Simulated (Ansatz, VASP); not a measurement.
**Hf in VASP and in Ansatz**

INCAR

```
ALGO = Fast
EDIFF = 1E-6
ENCUT = 520
GGA = PS
ISIF = 2
ISMEAR = 0
LASPH = T
LCHARG = T
LELF = T
LREAL = F
LVHAR = T
LWAVE = F
NBANDS = 11
NELM = 80
PREC = Accurate
SIGMA = 0.02
```

Contents of KPOINTS:

```
k-points
0
Gamma
  10 10 10
```

POSCAR

```
Hf
1.0
    0.0000000000      2.2200000000      2.2200000000
    2.2200000000      0.0000000000      2.2200000000
    2.2200000000      2.2200000000      0.0000000000
Hf
1
Direct
    0.0000000000      0.0000000000      0.0000000000
```

File input.yaml:

```yaml
crystal:
  lattice:
    - [0.0, 2.22, 2.22]
    - [2.22, 0.0, 2.22]
    - [2.22, 2.22, 0.0]
  atoms:
    - { symbol: Hf, position: [0.0, 0.0, 0.0] }
hamiltonian:
  xc: pbesol
  pseudopotentials: { kind: paw }
kpoints:
  mp_grid: { grid: [10, 10, 10] }
scf:
  occupations: { method: gaussian, width: 0.02 }
output:
  forces: true
  stress: true
  eigenvalues: true
```

Alike in both runs: task single point; functional PBEsol; k mesh 10 × 10 × 10; occupations gaussian, width 0.02 eV; no spin polarisation.

|  | VASP | Ansatz |
| --- | --- | --- |
| version | VASP 6.6.1 | Ansatz 0.2.0 |
| potentials or method | VASP PAW PBE potentials, release 64 (Hf_pv) | Ansatz PAW |
| plane-wave cutoff (eV) | 520 | 420 |
| valence electrons in the cell | 10 | 26 |

```tsv
	VASP	Ansatz	Ansatz less VASP
gap on the k mesh at the Fermi level (eV)	none	none	-
pressure (GPa)	-2.2	-1.8	+0.36
```

VASP's potentials were made for PBE, not for PBEsol. A gap of «none» marks a metal or a gap that the smearing closes. The functional is the same, so the differences come from potentials, cutoffs and numerics. VASP's potentials hold 10 valence electrons a cell and Ansatz's 26, so a difference there can come from the potentials and not from the codes.

Spin-orbit coupling is off throughout.
